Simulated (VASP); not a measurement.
Input of a VASP 6.6.1 run:

The input INCAR:

```
  PREC = Accurate
  ENCUT = 520
  EDIFF = 1E-7
  ISMEAR = 0
  SIGMA = 0.1
  LREAL = F
  LASPH = T
  NELM = 60
  ALGO = Normal
  ISIF = 2
  LWAVE = F
  LCHARG = F
  GGA = PE
  NBANDS = 30
```

File KPOINTS:

```
Automatic mesh
0
Gamma
  6 6 2
```

Contents of POSCAR:

```
Cd3F
1.0
    3.4428443700      0.0000000000      0.0000000000
    0.0000000000      3.4428443700      0.0000000000
    0.0000000000      0.0000000000      8.9760332300
Cd F
3 1
Direct
    0.5000000000      0.5000000000      0.7642198200
    0.0000000000      0.0000000000      0.5000000000
    0.5000000000      0.5000000000      0.2357801800
    0.0000000000      0.0000000000      0.0000000000
```

Potentials or basis: VASP PAW PBE potentials, release 64 (Cd, F).

Launch:

```sh
$ cat potpaw_PBE.64/Cd/POTCAR potpaw_PBE.64/F/POTCAR > POTCAR
$ mpirun -np 1 vasp_std > vasp.out
```

(1) Predict the largest force.

(2) Predict the band gap on the k mesh.

(3) What does it give for the pressure?

## Answers

(1) 0.561 eV/Å.

(2) zero (an odd number of electrons rules out a gap without spin polarisation).

(3) -5.9 GPa.

Caveat: the cell stands under tension.
